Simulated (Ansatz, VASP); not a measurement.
AgCl in VASP and in Ansatz

INCAR

```
SYSTEM = AgCl
PREC = Accurate
ENCUT = 500
EDIFF = 1E-6
ISMEAR = 0
SIGMA = 0.1
LREAL = .False.
LASPH = .True.
NELM = 120
ALGO = Normal
ISIF = 2
LWAVE = .False.
LCHARG = .False.
GGA = PE
NBANDS = 16
GGA_COMPAT = .False.
```

The input KPOINTS:

```
regular mesh
0
Gamma
  4 4 4
  0 0 0
```

The input POSCAR:

```
AgCl
1.0
    0.0000000000      2.8794072515      2.8794072515
    2.8794072515      0.0000000000      2.8794072515
    2.8794072515      2.8794072515      0.0000000000
Ag Cl
1 1
Direct
    0.0000000000      0.0000000000      0.0000000000
    0.5000000000      0.5000000000      0.5000000000
```

Input for Ansatz:

```yaml
crystal:
  lattice:
    - [0.0, 2.8794072515, 2.8794072515]
    - [2.8794072515, 0.0, 2.8794072515]
    - [2.8794072515, 2.8794072515, 0.0]
  atoms:
    - { symbol: Ag, position: [0.0, 0.0, 0.0] }
    - { symbol: Cl, position: [0.5, 0.5, 0.5] }
basis:
  ecutwfc: "42 Ry"
kpoints:
  mp_grid: { grid: [4, 4, 4] }
hamiltonian:
  xc: pbe
scf:
  occupations: { method: gaussian, width: 0.1 }
  max_iter: 80
  convergence: { dr2_threshold: "1e-6 eV" }
output:
  forces: true
  stress: true
  eigenvalues: true
```

Alike in both runs: task single point; functional PBE; k mesh 4 × 4 × 4; occupations gaussian, width 0.1 eV; no spin polarisation.

|  | VASP | Ansatz |
| --- | --- | --- |
| version | VASP 6.6.1 | Ansatz 0.2.0 |
| potentials or method | VASP PAW PBE potentials, release 64 (Ag, Cl), cutoff 500 eV | scalar-relativistic, plane waves, PAW |
| valence electrons in the cell | 18 | 26 |

|  | VASP | Ansatz | Ansatz less VASP |
| --- | --- | --- | --- |
| gap on the k mesh at the Fermi level (eV) | 0.96 | 0.96 | +0.004 |
| least direct gap on the mesh (eV) | 2.83 | 2.83 | 0.000 |
| pressure (GPa) | -2.7 | -2.6 | +0.10 |

VASP's potentials hold 18 valence electrons a cell and Ansatz's 26, so a difference there can come from the potentials and not from the codes. Ansatz's warnings: force scf threshold loose, stress scf threshold loose.

The k mesh is coarse, so the values compare programs but aren't converged.
